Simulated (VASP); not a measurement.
Set up this calculation in VASP 6.6.1, as the native input.

```yaml
Task: relaxation of cell and atoms
Functional: PBE
Potentials_or_basis: VASP PAW PBE potentials, release 64 (Ta_pv, H)
Cutoff: 600 eV
k_mesh: 6 × 4 × 4
Occupations: gaussian, width 0.2 eV
Spin: no spin polarisation
Dipole_correction: no
Further_INCAR_settings: ALGO = Normal; EDIFF = 1e-06; IBRION = 2; EDIFFG = -0.025; NSW = 80; ISIF = 3
```

The structure of Ta4H3 lies in POSCAR:

```
Ta4H3
1.0
    0.0288836584     -0.0564199521      3.4079233705
    4.7627723024      0.0116313694      0.0401846290
    0.0116313694      4.8323449621     -0.0784947256
Ta H
4 3
Direct
    0.2299358577      0.7560055538      0.7448778335
    0.2348194953      0.2527537260      0.2386566348
    0.7523840028      0.7720651029      0.2415427787
    0.7681652594      0.2449792429      0.7418887284
    0.4854742578      0.4962196232      1.0072909958
    0.5031406595     -0.0054041264      0.5024453589
    0.0260804674      0.4833808777      0.5232976698
```

The input as run:

INCAR

```
SYSTEM = Ta4H3
PREC = Accurate
ENCUT = 600
EDIFF = 1E-6
ISMEAR = 0
SIGMA = 0.2
LREAL = .False.
LASPH = .True.
NELM = 60
ALGO = Normal
ISIF = 3
LWAVE = .False.
LCHARG = .False.
GGA = PE
IBRION = 2
NSW = 80
EDIFFG = -0.025
```

KPOINTS

```
Automatic mesh
0
Gamma
  6 4 4
  0 0 0
```

Potentials or basis: VASP PAW PBE potentials, release 64 (Ta_pv, H).

Command:

```console
$ cat potpaw_PBE.64/Ta_pv/POTCAR potpaw_PBE.64/H/POTCAR > POTCAR
$ mpirun -np 1 vasp_std > vasp.out
```

Results of the run:

| Property | Result |
| --- | --- |
| Relaxed volume | 11.52 Å³/atom |
| Relaxed cell | a = 3.451 Å, b = 4.834 Å, c = 4.836 Å, α = 89.90°, β = 90.00°, γ = 90.01° |
| Space group after relaxing (to 0.1 Å) | P-42m (No. 111) |
| Energy gained by relaxing | 47.4 meV/atom |
| Ionic steps | 16 |
| Pressure after relaxing | 0.0 GPa |
| Largest force after relaxing | 0.022 eV/Å |
| Band gap on the k mesh | zero (an odd number of electrons rules out a gap without spin polarisation) |

Caveat: spin-orbit coupling is left out, which moves the levels of the heavy elements; an odd number of electrons without spin polarisation forces a metal; a magnetic or distorted state may lie lower.

Wall time 14 min on 1 thread of Intel(R) Xeon(R) Platinum 8259CL CPU @ 2.50GHz (Skylake/Cascade Lake), with other jobs on the host, peak memory 0.29 GiB.
